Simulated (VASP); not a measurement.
NiO:

```
Ni O
1.0
    -2.13379   -2.13379    4.26758
    -4.26758   -2.13379    2.13379
    -2.13379   -4.26758    2.13379
Ni O
2 2
Direct
  0.00000 0.00000 0.00000
  0.50000 0.50000 0.50000
  0.25000 0.25000 0.25000
  0.75000 0.75000 0.75000
```

| Item | Value |
| --- | --- |
| Program | VASP 6.6.1 |
| Task | relaxation of cell and atoms |
| Functional | PBE |
| Potentials or basis | VASP PAW PBE potentials, release 64 (Ni, O) |
| Cutoff | 600 eV |
| k mesh | 10 × 10 × 10 |
| Occupations | gaussian, width 0.05 eV |
| Spin | collinear spin, antiferromagnetic start |
| Starting moments | [1.86, -1.86, 0.0, 0.0] μB |
| Hubbard terms | Ni d U = 6.2 eV |

At the start: pressure -9.9 GPa; volume 9.72 Å³/atom.

**Question.** Where does the relaxation end?

**Answer.** Over 3 steps the energy falls by 19.1 meV/atom and the volume is 9.13 Å³/atom (-6.0 %); space group Fm-3m (No. 225, to 0.1 Å) before and after; moment 0.00 μB per cell.

The path:
```csv
step,energy change (eV),largest force (eV/Å),pressure (GPa),volume (Å³)
1,0.0000,0.0000,-9.90,38.86
2,-0.0617,0.0000,4.93,35.58
3,-0.0763,0.0000,0.05,36.52
```

Final structure:
```
CELL_PARAMETERS angstrom
-2.08944 -2.08944 4.17974
-4.17974 -2.08944 2.08944
-2.08944 -4.17974 2.08944
ATOMIC_POSITIONS crystal
Ni 0.00000 0.00000 0.00000
Ni 0.50000 0.50000 0.50000
O 0.25000 0.25000 0.25000
O 0.75000 0.75000 0.75000
```
